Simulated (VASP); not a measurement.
Set up this calculation in VASP 6.6.1, as the native input.

```yaml
Task: single point
Functional: PBE
Potentials_or_basis: VASP PAW PBE potentials, release 64 (Ga_d, P, N)
Cutoff: 520 eV
k_mesh: 6 × 6 × 6
Occupations: gaussian, width 0.1 eV
Spin: collinear spin, ferromagnetic start
Starting_moments: "[0.0, 0.0, 0.0, 0.0, 0.0, 1.0] μB"
Dipole_correction: no
Further_INCAR_settings: ALGO = Normal; EDIFF = 1e-06; NBANDS = 40
```

The structure of Ga3P2N lies in POSCAR:

```
Ga3P2N
1.0
    3.1311268859      1.8077569504      2.8096728653
   -3.1311268859      1.8077569504      2.8096728653
    0.0000000000     -3.6155139008      2.8096728653
Ga P N
3 2 1
Direct
    0.0000000000      0.5000000000      0.0000000000
    0.5000000000      0.0000000000      0.0000000000
    0.0000000000      0.0000000000      0.5000000000
    0.6314300017      0.6314300017      0.6314300017
    0.3685699983      0.3685699983      0.3685699983
    0.0000000000      0.0000000000      0.0000000000
```

The cell was built from a structure type or drawn by symmetry, and may not be a known phase.

These files were run (other wordings do the same):

INCAR

```
SYSTEM = Ga3P2N
  ALGO = Normal
  EDIFF = 1E-6
  ENCUT = 520
  GGA = PE
  ISIF = 2
  ISMEAR = 0
  ISPIN = 2
  LASPH = .True.
  LCHARG = .False.
  LORBIT = 11
  LREAL = .False.
  LWAVE = .False.
  MAGMOM = 0 0 0 0 0 1
  NBANDS = 40
  NELM = 150
  PREC = Accurate
  SIGMA = 0.1
```

KPOINTS

```
k-points
0
Gamma
  6 6 6
  0 0 0
```

Potentials or basis: VASP PAW PBE potentials, release 64 (Ga_d, P, N).

Launch:

```bash
$ cat potpaw_PBE.64/Ga_d/POTCAR potpaw_PBE.64/P/POTCAR potpaw_PBE.64/N/POTCAR > POTCAR
$ mpirun -np 1 vasp_std > vasp.out
```

Results of the run:

```json
{
  "Pressure": "-0.1 GPa",
  "Largest force": "0.084 eV/Å",
  "Band gap on the k mesh": "zero (filled and empty bands overlap)",
  "Net moment": "0.00 μB per cell",
  "Valence electrons inside the program's atomic spheres": "Ga 11.50; P 2.46; N 3.54"
}
```

It took 5.9 min on 1 thread of Intel(R) Xeon(R) Platinum 8375C CPU @ 2.90GHz (Ice Lake), with other jobs on the host, peak memory 0.34 GiB.
